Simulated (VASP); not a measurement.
# Zr2C (Cmcm) in VASP: a series of runs

Zr2C is run at these levels: PBE; tasks: single point, relaxation of cell and atoms.

All numbers are computed with VASP 6.6.1; they aren't measurements. Logs are shortened: lines on timing, memory, paths and dates and some standing lists are left out, and cuts for length are marked.

### Step 1. The cell of the first run

It takes space group Cmcm (No. 63, orthorhombic). The conventional cell has a = 7.962 Å, b = 4.515 Å, c = 4.397 Å, α = 90.00°, β = 90.00°, γ = 90.00°. Zr (site symmetry m) has 9 Zr at 2.56 to 3.35 Å and 5 C at 2.60 to 2.63 Å within 3.4 Å. C (site symmetry m2m) has 10 Zr at 2.60 to 2.63 Å and 4 C at 2.96 to 3.35 Å within 3.4 Å.

### Step 2. Single point, PBE

File INCAR:

```
PREC = Accurate ; ENCUT = 520
EDIFF = 1E-6 ; ISMEAR = 0
SIGMA = 0.1 ; LREAL = False
LASPH = True ; NELM = 60
ALGO = Normal ; ISIF = 2
LWAVE = False ; LCHARG = True
GGA = PE ; LELF = True
LVHAR = True ; NBANDS = 37
```

File KPOINTS:

```
regular mesh
0
Gamma
  4 4 4
```

File POSCAR:

```
Zr2C
1.0
    3.9812379439     -2.2576932929      0.0000000000
    3.9812379439      2.2576932929      0.0000000000
    0.0000000000      0.0000000000      4.3971041097
Zr C
4 2
Direct
    0.8900000000      0.4500000000      0.2500000000
    0.5500000000      0.1100000000      0.2500000000
    0.4500000000      0.8900000000      0.7500000000
    0.1100000000      0.5500000000      0.7500000000
    0.7800000000      0.2200000000      0.7500000000
    0.2200000000      0.7800000000      0.2500000000
```

Potentials or basis: VASP PAW PBE potentials, release 64 (Zr_sv, C).

The run is started by

```sh
> cat potpaw_PBE.64/Zr_sv/POTCAR potpaw_PBE.64/C/POTCAR > POTCAR
> mpirun -np 1 vasp_std > vasp.out
```

OUTCAR:

```text
PREC = Accurate
   ENCUT = 520
   EDIFF = 1E-6
   ISMEAR = 0
   LREAL = False
   LASPH = True
   NELM = 60
   ISIF = 2
   GGA = PE

 ion  position               nearest neighbor table
   1  0.890  0.450  0.250-   4 2.56   4 2.56   2 2.59   2 2.59   5 2.60   5 2.60   6 2.63   6 2.63
                             6 2.63   2 2.71   3 2.96   3 2.96   3 3.35   3 3.35
   2  0.550  0.110  0.250-   3 2.56   3 2.56   1 2.59   1 2.59   5 2.60   5 2.60   6 2.63   6 2.63
                             6 2.63   1 2.71   4 2.96   4 2.96   4 3.35   4 3.35
   3  0.450  0.890  0.750-   2 2.56   2 2.56   4 2.59   4 2.59   6 2.60   6 2.60   5 2.63   5 2.63
                             5 2.63   4 2.71   1 2.96   1 2.96   1 3.35   1 3.35
   4  0.110  0.550  0.750-   1 2.56   1 2.56   3 2.59   3 2.59   6 2.60   6 2.60   5 2.63   5 2.63
                             5 2.63   3 2.71   2 2.96   2 2.96   2 3.35   2 3.35
   5  0.780  0.220  0.750-   1 2.60   2 2.60   1 2.60   2 2.60   3 2.63   4 2.63   3 2.63   3 2.63
                             4 2.63   4 2.63
   6  0.220  0.780  0.250-   3 2.60   4 2.60   3 2.60   4 2.60   1 2.63   2 2.63   1 2.63   1 2.63
                             2 2.63   2 2.63

  LATTYP: Found a base centered orthorhombic cell.
 ALAT       =     4.5153865858
 B/A-ratio  =     1.7634095634
 C/A-ratio  =     0.9738045738

  Lattice vectors:

 A1 = (  -3.9812379439,  -2.2576932929,   0.0000000000)
 A2 = (   3.9812379439,  -2.2576932929,   0.0000000000)
 A3 = (   0.0000000000,   0.0000000000,   4.3971041097)

Analysis of symmetry for initial positions (statically):
=====================================================================
 Subroutine PRICEL returns:
 Original cell was already a primitive cell.

 Routine SETGRP: Setting up the symmetry group for a
 base centered orthorhombic supercell.

 Subroutine GETGRP returns: Found  8 space group operations
 (whereof  4 operations were pure point group operations)
 out of a pool of  8 trial point group operations.

The static configuration has the point symmetry C_2h.
 The point group associated with its full space group is D_2h.

Analysis of symmetry for dynamics (positions and initial velocities):
=====================================================================
 Subroutine PRICEL returns:
 Original cell was already a primitive cell.

 Routine SETGRP: Setting up the symmetry group for a
 base centered orthorhombic supercell.

 Subroutine GETGRP returns: Found  8 space group operations
 (whereof  4 operations were pure point group operations)
 out of a pool of  8 trial point group operations.

The dynamic configuration has the point symmetry C_2h.
 The point group associated with its full space group is D_2h.

 Subroutine INISYM returns: Found  8 space group operations
 (whereof  4 operations are pure point group operations),
 and found     1 'primitive' translations

----------------------------------------------------------------------------------------

                                     Primitive cell

  volume of cell :      79.0460

  direct lattice vectors                    reciprocal lattice vectors
     3.981237944 -2.257693293  0.000000000     0.125589077 -0.221464980  0.000000000
     3.981237944  2.257693293  0.000000000     0.125589077  0.221464980  0.000000000
     0.000000000  0.000000000  4.397104110     0.000000000  0.000000000  0.227422407

  length of vectors
     4.576836743  4.576836743  4.397104110     0.254596453  0.254596453  0.227422407

  position of ions in fractional coordinates (direct lattice)
     0.890000000  0.450000000  0.250000000
     0.550000000  0.110000000  0.250000000
     0.450000000  0.890000000  0.750000000
     0.110000000  0.550000000  0.750000000
     0.780000000  0.220000000  0.750000000
     0.220000000  0.780000000  0.250000000

  ion indices of the primitive-cell ions
   primitive index   ion index
                 1           1
                 2           2
                 3           3
                 4           4
                 5           5
                 6           6

----------------------------------------------------------------------------------------

 KPOINTS: regular mesh

Automatic generation of k-mesh.
 Grid dimensions read from file:
 generate k-points for:    4    4    4

 Generating k-lattice:

  Cartesian coordinates                     Fractional coordinates (reciprocal lattice)
     0.031397269 -0.055366245  0.000000000     0.250000000  0.000000000  0.000000000
     0.031397269  0.055366245  0.000000000     0.000000000  0.250000000  0.000000000
     0.000000000  0.000000000  0.056855602     0.000000000  0.000000000  0.250000000

  Length of vectors
     0.063649113  0.063649113  0.056855602

  Shift w.r.t. Gamma in fractional coordinates (k-lattice)
     0.000000000  0.000000000  0.000000000

 Subroutine IBZKPT returns following result:
 ===========================================

 Found     21 irreducible k-points:

 Following reciprocal coordinates:
            Coordinates               Weight
  0.000000  0.000000  0.000000      1.000000
  0.250000  0.000000  0.000000      4.000000
  0.500000  0.000000  0.000000      2.000000
  0.250000  0.250000  0.000000      2.000000
  0.500000  0.250000  0.000000      4.000000
 -0.250000  0.250000  0.000000      2.000000
[... 13 lines left out ...]
 -0.250000  0.250000  0.500000      2.000000
  0.500000  0.500000  0.500000      1.000000
   k-points           NKPTS =     21   k-points in BZ     NKDIM =     21   number of bands    NBANDS=     37
   number of dos      NEDOS =    301   number of ions     NIONS =      6
   total plane-waves  NPLWV =  46656
   dimension x,y,z NGX =    36 NGY =   36 NGZ =   36
   dimension x,y,z NGXF=    72 NGYF=   72 NGZF=   72
   ions per type =               4   2
   NGX,Y,Z   is equivalent  to a cutoff of  13.08, 13.08, 13.61 a.u.
   NGXF,Y,Z  is equivalent  to a cutoff of  26.15, 26.15, 27.22 a.u.
 SYSTEM =  unknown system
   PREC   = accura    normal or accurate (medium, high low for compatibility)
   ISTART =      0    job   : 0-new  1-cont  2-samecut
   ICHARG =      2    charge: 1-file 2-atom 10-const
   ISPIN  =      1    spin polarized calculation?
   LNONCOLLINEAR =      F non collinear calculations
   LSORBIT =      F    spin-orbit coupling
   LASPH  =      T    aspherical Exc in radial PAW
   ENCUT  =  520.0 eV  38.22 Ry    6.18 a.u.   8.51  8.51  8.18*2*pi/ulx,y,z
   NELM   =     60;   NELMIN=  2; NELMDL= -5     # of ELM steps
   EDIFF  = 0.1E-05   stopping-criterion for ELM
   LREAL  =      F    real-space projection
   EDIFFG = 0.1E-04   stopping-criterion for IOM
   NSW    =      0    number of steps for IOM
   IBRION =     -1    ionic relax: 0-MD 1-quasi-New 2-CG
   NFREE  =      0    steps in history (QN), initial steepest desc. (CG)
   ISIF   =      2    stress and relaxation
   ISYM   =      2    0-nonsym 1-usesym 2-fastsym
   POTIM  = 0.5000    time-step for ionic-motion
   TEBEG  =    0.0;   TEEND  =   0.0 temperature during run
   PSTRESS=    0.0 pullay stress
   NELECT =      56.0000    total number of electrons
   NUPDOWN=      -1.0000    fix difference up-down
   EMIN   =  10.00;   EMAX   =-10.00  energy-range for DOS
   EFERMI =   0.00;   METHOD = LEGACY
   ISMEAR =     0;   SIGMA  =   0.10  broadening in eV -4-tet -1-fermi 0-gaus
   EFERMI_NEDOS =   21; number of points for ismear=-14 and -15
   IALGO  =     38    algorithm
   IMIX   =      4    mixing-type and parameters
     AMIX     =   0.40;   BMIX     =  1.00
     AMIX_MAG =   1.60;   BMIX_MAG =  1.00
  volume/ion in A,a.u.               =      13.17        88.90
  Fermi-wavevector in a.u.,A,eV,Ry     =   1.459411  2.757887 28.978776  2.129880
  Thomas-Fermi vector in A             =   2.575981
   LORBIT       =      0    0 simple, 1 ext, 2 COOP (PROOUT), +10 PAW based schemes
   GGA     = PE    functional components
   LHFCALC =     F    Hartree Fock is set to
   AEXX    =    0.0000 exact exchange contribution
   IVDW    =     0    specifies the selected vdW correction
   LEPSILON=     F    determine dielectric tensor
   LRPA    =     F    only Hartree local field effects (RPA)
 non-spin polarized calculation
 Gauss-broadening in eV      SIGMA  =   0.10
  energy-cutoff  :      520.00
  volume of cell :       79.05
 maximum number of plane-waves:      2148
 NGX is ok and might be reduce to    36
   NGX = 17   NGY = 17   NGZ = 17

 number of electron      56.0000000 magnetization

 Free energy of the ion-electron system (eV)
  ---------------------------------------------------
  ext. energy  EPLUGINS =         0.00000000
  ---------------------------------------------------
  free energy    TOTEN  =       -45.39081591 eV

  energy without entropy =      -45.37605518  energy(sigma->0) =      -45.38343554

 E-fermi :  12.5050     XC(G=0): -12.7744

 val. band max:       12.4929238094   @ k =   0.5000   0.2500   0.0000
 cond. band min:      12.5156093331   @ k =   0.5000   0.2500   0.0000
 fundamental gap:      0.0226855236
 Fermi energy:        12.5049893031

 k-point     1 :       0.0000    0.0000    0.0000
  band No.  band energies     occupation
      1     -36.5193      2.00000
      2     -35.8254      2.00000
      3     -35.7500      2.00000
      4     -35.3498      2.00000
      5     -15.8525      2.00000
      6     -15.6020      2.00000
[... 29 lines left out ...]
     36      15.7284      0.00000
     37      17.3096      0.00000

 k-point     2 :       0.2500    0.0000    0.0000
  band No.  band energies     occupation
      1     -36.4162      2.00000
      2     -35.8901      2.00000
      3     -35.7378      2.00000
      4     -35.4169      2.00000
      5     -15.7003      2.00000
      6     -15.4029      2.00000
[... 29 lines left out ...]
     36      16.4375      0.00000
     37      16.7325      0.00000

 k-point     3 :       0.5000    0.0000    0.0000
  band No.  band energies     occupation
      1     -36.1716      2.00000
      2     -36.1456      2.00000
      3     -35.5920      2.00000
      4     -35.5683      2.00000
      5     -15.3291      2.00000
      6     -15.2995      2.00000
[... 29 lines left out ...]
     36      15.7031      0.00000
     37      15.8235      0.00000

 k-point     4 :       0.2500    0.2500    0.0000
  band No.  band energies     occupation
      1     -36.4559      2.00000
      2     -35.8668      2.00000
      3     -35.7077      2.00000
      4     -35.4261      2.00000
      5     -15.7866      2.00000
      6     -15.6735      2.00000
[... 29 lines left out ...]
     36      16.8838      0.00000
     37      16.9843      0.00000
[... 563 lines left out ...]
      1     -36.0048      2.00000
      2     -36.0048      2.00000
      3     -35.7444      2.00000
      4     -35.7444      2.00000
      5     -15.6209      2.00000
      6     -15.6209      2.00000
[... 29 lines left out ...]
     36      15.5824      0.00000
     37      17.1114      0.00000

 k-point    20 :      -0.2500    0.2500    0.5000
  band No.  band energies     occupation
      1     -35.9488      2.00000
      2     -35.9488      2.00000
      3     -35.8025      2.00000
      4     -35.8025      2.00000
      5     -15.6743      2.00000
      6     -15.6743      2.00000
[... 29 lines left out ...]
     36      15.8493      0.00000
     37      17.2556      0.00000

 k-point    21 :       0.5000    0.5000    0.5000
  band No.  band energies     occupation
      1     -36.0426      2.00000
      2     -36.0426      2.00000
      3     -35.7045      2.00000
      4     -35.7045      2.00000
      5     -15.4641      2.00000
      6     -15.4641      2.00000
[... 29 lines left out ...]
     36      15.3544      0.00000
     37      15.7481      0.00000

------------------------ aborting loop because EDIFF is reached ----------------------------------------

  FORCE on cell =-STRESS in cart. coord.  units (eV):
  Direction    XX          YY          ZZ          XY          YZ          ZX
  --------------------------------------------------------------------------------------
  -------------------------------------------------------------------------------------
  Total       10.3826913     19.8055846     23.7079118      0.0000000      0.0000000      0.0000000
  in kB      210.4460128    401.4379497    480.5339368      0.0000000      0.0000000      0.0000000
  external PRESSURE =     364.1392998 kB  Pullay stress =       0.0000000 kB

 VOLUME and BASIS-vectors are now :
 -----------------------------------------------------------------------------
  energy-cutoff  :      520.00
  volume of cell :       79.05
      direct lattice vectors                 reciprocal lattice vectors
     3.981237944 -2.257693293  0.000000000     0.125589077 -0.221464980  0.000000000
     3.981237944  2.257693293  0.000000000     0.125589077  0.221464980  0.000000000
     0.000000000  0.000000000  4.397104110     0.000000000  0.000000000  0.227422407

 POSITION                                       TOTAL-FORCE (eV/Angst)
 -----------------------------------------------------------------------------------
      5.33486     -0.99339      1.09928        -5.008822     -1.455626     -0.000000
      2.62762     -0.99339      1.09928         5.008822     -1.455626     -0.000000
      5.33486      0.99339      3.29783        -5.008822      1.455626      0.000000
      2.62762      0.99339      3.29783         5.008822      1.455626      0.000000
      3.98124     -1.26431      3.29783         0.000000      0.653179     -0.000000
      3.98124      1.26431      1.09928         0.000000     -0.653179     -0.000000
 -----------------------------------------------------------------------------------
    total drift:                               -0.000000     -0.000000     -0.000000

  FREE ENERGIE OF THE ION-ELECTRON SYSTEM (eV)
  ---------------------------------------------------
  free  energy   TOTEN  =       -45.3908159051 eV

  energy  without entropy=      -45.3760551829  energy(sigma->0) =      -45.38343554
```

Wall time 46 s (1 thread of AMD EPYC 9R45 (Zen 5), shared host); peak memory 0.19 GiB.

Results:

| Quantity | Value |
| --- | --- |
| Free energy | -45.3908 eV |
| Pressure | 36.4 GPa |
| Largest force | 5.216 eV/Å |
| Band gap on the k mesh | zero (bands 28 and 29 overlap by 1.13 eV) |

Forces in eV/Å, atoms in the order of the input:
```
Zr  -5.009 -1.456  0.000
Zr   5.009 -1.456  0.000
Zr  -5.009  1.456  0.000
Zr   5.009  1.456  0.000
C    0.000  0.653  0.000
C    0.000 -0.653  0.000
```

Levels at points of the mesh, in eV from the Fermi level:
```csv
k point,band 26,band 27,band 28,band 29,band 30,band 31
"(0.00, 0.00, 0.00)",-0.11,-0.10,-0.02,0.35,0.97,1.87
"(0.50, 0.00, 0.00)",-1.76,-1.52,-0.81,0.20,1.09,1.41
"(0.50, 0.50, 0.00)",-1.13,0.25,0.30,0.46,0.87,1.74
"(0.00, 0.00, 0.50)",-1.84,-0.14,-0.14,0.17,0.17,0.93
"(0.50, 0.00, 0.50)",-2.08,-0.94,-0.94,0.09,0.09,2.17
"(0.50, 0.50, 0.50)",-1.84,-0.88,-0.88,-0.83,-0.83,1.71
```

Caveat: the k points lie up to 0.40 Å⁻¹ apart, too coarse for converged energies and pressures of a metal; forces of over 1 eV/Å act on the atoms, so gaps and moduli don't describe the material at rest.

### Step 3. Relaxation of cell and atoms, PBE

File INCAR:

```
SYSTEM = Zr2C
ALGO = Normal
EDIFF = 1E-7
EDIFFG = -0.04
ENCUT = 600
GGA = PE
IBRION = 2
ISIF = 3
ISMEAR = 0
LASPH = .True.
LCHARG = .False.
LREAL = .False.
LWAVE = .False.
NELM = 100
NSW = 90
PREC = Accurate
SIGMA = 0.1
```

File KPOINTS:

```
k-points
0
Gamma
  4 4 4
  0 0 0
```

POSCAR is that of step 2.

Potentials or basis: VASP PAW PBE potentials, release 64 (Zr_sv, C).

The run is started by

```sh
> cat potpaw_PBE.64/Zr_sv/POTCAR potpaw_PBE.64/C/POTCAR > POTCAR
> mpirun -np 1 vasp_std > vasp.out
```

Run time: 18 min. Hardware: 1 thread of AMD EPYC 9R45 (Zen 5), shared host; peak memory 0.23 GiB.

It converged, with:

```
Free energy                           : -52.9329 eV
Relaxed volume                        : 16.88 Å³/atom
Relaxed cell                          : a = 5.858 Å, b = 5.858 Å, c = 5.322 Å, α = 90.00°, β = 90.00°, γ = 33.67°
Space group after relaxing (to 0.1 Å) : Fmmm (No. 69)
Energy gained by relaxing             : 1256.7 meV/atom
Ionic steps                           : 33
Pressure after relaxing               : 0.0 GPa
Largest force after relaxing          : 0.032 eV/Å
Band gap on the k mesh                : zero (bands 28 and 29 overlap by 0.60 eV)
```

Forces in eV/Å, atoms in the order of the input:
```
Zr   0.032 -0.002  0.000
Zr  -0.032 -0.002  0.000
Zr   0.032  0.002  0.000
Zr  -0.032  0.002  0.000
C    0.000 -0.004  0.000
C    0.000  0.004  0.000
```

Stress tensor (GPa, compression positive):
```
 0.05  0.00  0.00
 0.00  0.10  0.00
 0.00  0.00 -0.03
```

Step by step:
```tsv
step	energy change (eV)	largest force (eV/Å)	pressure (GPa)	volume (Å³)
1	0.0000	5.2173	36.39	79.05
2	-1.1911	1.8227	-20.42	118.17
3	-3.5266	1.5348	-6.89	98.44
4	-3.5412	1.7536	-4.89	97.02
5	-4.5138	0.6555	-2.54	94.86
6	-4.7137	1.4478	0.35	93.64
7	-5.3392	0.3964	2.65	92.67
8	-5.4420	0.9546	4.85	91.79
9	-5.4410	1.1342	5.33	91.60
10	-5.6636	0.8726	-0.53	95.69
11	-5.7626	0.8297	-4.86	99.04
12	-6.0316	0.4497	-3.71	98.90
13	-5.9107	1.4537	6.23	97.34
14	-6.2150	0.3890	-1.31	98.53
15	-6.2279	0.4639	-0.16	98.35
16	-6.3948	1.0033	2.04	98.13
17	-6.4936	2.1240	7.76	97.34
18	-6.5844	2.1060	7.20	97.96
19	-6.8494	1.9262	5.62	99.73
20	-7.0382	1.2967	4.10	102.76
21	-7.0522	1.4165	4.24	102.30
22	-7.1593	1.1468	1.94	103.16
23	-7.3018	0.4615	-3.86	105.62
24	-7.3924	0.4998	-2.78	104.50
25	-7.5060	0.5565	0.14	101.83
26	-7.5112	0.5624	1.08	101.02
27	-7.5327	0.1358	0.04	101.08
28	-7.5336	0.0460	-0.22	101.10
29	-7.5363	0.0232	0.01	100.95
30	-7.5382	0.0186	0.43	100.69
31	-7.5394	0.0205	0.10	101.00
32	-7.5397	0.0333	-0.21	101.28
33	-7.5402	0.0318	0.04	101.26
```

Final structure:
```
CELL_PARAMETERS angstrom
5.60693 -1.69667 0.00000
5.60693 1.69667 0.00000
0.00000 0.00000 5.32232
ATOMIC_POSITIONS crystal
Zr 0.88351 0.38355 0.25000
Zr 0.61645 0.11649 0.25000
Zr 0.38355 0.88351 0.75000
Zr 0.11649 0.61645 0.75000
C 0.74994 0.25006 0.75000
C 0.25006 0.74994 0.25000
```

Levels at points of the mesh, in eV from the Fermi level:
| k point | band 26 | band 27 | band 28 | band 29 | band 30 | band 31 |
| --- | --- | --- | --- | --- | --- | --- |
| (0.00, 0.00, 0.00) | -0.32 | 0.45 | 0.49 | 0.58 | 0.74 | 1.30 |
| (0.50, 0.00, 0.00) | -1.15 | -0.71 | -0.71 | 0.37 | 0.37 | 1.21 |
| (0.50, 0.50, 0.00) | -1.20 | -0.31 | 0.07 | 1.14 | 1.22 | 1.27 |
| (0.00, 0.00, 0.50) | -1.97 | 0.31 | 0.31 | 1.34 | 1.34 | 1.63 |
| (0.50, 0.00, 0.50) | -1.80 | -0.02 | -0.02 | 0.04 | 0.04 | 1.76 |
| (0.50, 0.50, 0.50) | -1.18 | -0.96 | -0.96 | 1.27 | 1.27 | 1.84 |

Caveat: the k points lie up to 0.48 Å⁻¹ apart in the final cell, too coarse for converged energies and pressures of a metal; the volume moved by over 15 % at a fixed basis, so the end points are rough.
